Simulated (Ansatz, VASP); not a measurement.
**C in VASP and in Ansatz**

INCAR

```
SYSTEM = C
  ALGO = Normal
  EDIFF = 1E-7
  ENCUT = 520
  GGA = PS
  ISIF = 2
  ISMEAR = -1
  LASPH = .TRUE.
  LCHARG = .FALSE.
  LREAL = .FALSE.
  LWAVE = .FALSE.
  NBANDS = 8
  NELM = 100
  PREC = Accurate
  SIGMA = 0.08
```

KPOINTS

```
k-points
0
G
  24 24 24
  0 0 0
```

POSCAR

```
C
1.0
    0.0000000000      1.3355200488      1.3355200488
    1.3355200488      0.0000000000      1.3355200488
    1.3355200488      1.3355200488      0.0000000000
C
1
Direct
    0.0000000000      0.0000000000      0.0000000000
```

Input for Ansatz:

```yaml
crystal:
  lattice:
    - [0.0, 1.3355200488, 1.3355200488]
    - [1.3355200488, 0.0, 1.3355200488]
    - [1.3355200488, 1.3355200488, 0.0]
  atoms:
    - { symbol: C, position: [0.0, 0.0, 0.0] }
kpoints:
  mp_grid: { grid: [24, 24, 24] }
scf:
  occupations: { method: fermi_dirac, width: 0.08 }
hamiltonian:
  xc: pbesol
  pseudopotentials: { kind: all_electron, lapw: { basis_error: 0.001 } }
output:
  forces: true
  stress: true
  eigenvalues: true
  populations: true
```

Change from the starting cell: volume scaled by 0.68, LAPW.

Alike in both runs: task single point; functional PBEsol; k mesh 24 × 24 × 24; occupations fermi-dirac, width 0.08 eV; no spin polarisation.

```csv
,VASP,Ansatz
version,VASP 6.6.1,Ansatz 0.2.0
potentials or method,"VASP PAW PBE potentials, release 64 (C), cutoff 520 eV","all-electron LAPW, scalar-relativistic"
```

Ansatz gave:

| Quantity | Value |
| --- | --- |
| pressure (GPa) | 130.6 |

**Question.** What did VASP give for the same quantities?

**Answer.** Pressure (GPa): 131.7.

VASP's potentials were made for PBE, not for PBEsol. Both programs put the cell under a high pressure, so it lies far from rest at this level. Ansatz ran all-electron here, and VASP with PAW potentials.

Noted on VASP's run: the cell as given lies far from equilibrium.
